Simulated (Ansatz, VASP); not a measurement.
One calculation of LiTaO2, two programs

INCAR

```
PREC     = Accurate       # precision mode
ENCUT    = 520            # plane-wave cutoff, eV
EDIFF    = 1E-6           # SCF threshold, eV
ISMEAR   = 0              # smearing method
SIGMA    = 0.1            # smearing width, eV
LREAL    = F              # projectors in reciprocal space
LASPH    = T              # aspherical terms in the spheres
NELM     = 150            # most SCF steps
ALGO     = Normal         # electronic algorithm
ISIF     = 2              # what is computed and relaxed
LWAVE    = F              # write WAVECAR
LCHARG   = T              # write CHGCAR
ISPIN    = 2              # spin polarisation
MAGMOM   = 0 1 0 0        # initial moments
LORBIT   = 11             # projections on sites
LMAXMIX  = 4              # l up to which the mixer works
GGA      = PE             # functional
LELF     = T              # ELF
LVHAR    = T            
NBANDS   = 25             # bands
```

Contents of KPOINTS:

```
Automatic mesh
0
Gamma
  6 6 6
```

File POSCAR:

```
LiTaO2
1.0
    1.9660896400     -3.7071260000      0.0000000000
    1.9660896400      3.7071260000      0.0000000000
    0.0000000000      0.0000000000      3.5847005100
Li Ta O
1 1 2
Direct
    0.0000000000      0.0000000000      0.0000000000
    0.5000000000      0.5000000000      0.0000000000
    0.7947657500      0.2052342500      0.0000000000
    0.2052342500      0.7947657500      0.0000000000
```

Input for Ansatz:

```yaml
crystal:
  lattice:
    - [1.96608964, -3.707126, 0.0]
    - [1.96608964, 3.707126, 0.0]
    - [0.0, 0.0, 3.58470051]
  atoms:
    - { symbol: Li, position: [0.0, 0.0, 0.0] }
    - { symbol: Ta, position: [0.5, 0.5, 0.0], spin: 1.0 }
    - { symbol: O, position: [0.79476575, 0.20523425, 0.0] }
    - { symbol: O, position: [0.20523425, 0.79476575, 0.0] }
basis:
  ecutwfc: 420
kpoints:
  mp_grid: { grid: [6, 6, 6] }
hamiltonian:
  xc: pbe
scf:
  occupations: { method: gaussian, width: 0.1 }
  lower_state_search: "off"
output:
  forces: true
  stress: true
  eigenvalues: true
  populations: true
magnetization:
  spin_polarized: true
```

Alike in both runs: task single point; functional PBE; k mesh 6 × 6 × 6; occupations gaussian, width 0.1 eV; collinear spin.

```csv
,VASP,Ansatz
version,VASP 6.6.1,Ansatz 0.2.0
potentials or method,"VASP PAW PBE potentials, release 64 (Li_sv, Ta_pv, O), cutoff 520 eV","scalar-relativistic, plane waves, PAW"
valence electrons in the cell,26,28
```

|  | VASP | Ansatz | Ansatz less VASP |
| --- | --- | --- | --- |
| gap on the k mesh at the Fermi level (eV) | none | none | - |
| rms of the force components (eV/Å) | 0.106 | 0.040 | -0.0659 |
| net moment per atom (μB) | 0.00 | 0.00 | 0.000 |

Atom by atom the forces differ by 0.066 eV/Å (rms over components). A gap of «none» marks a metal or a gap that the smearing closes. VASP's potentials hold 26 valence electrons a cell and Ansatz's 28, so a difference there can come from the potentials and not from the codes. Ansatz's warnings: seeded moment not kept.

Neither program's run includes spin-orbit coupling. Noted on VASP's run: the cutoff is short for stress, so the pressure is rough.
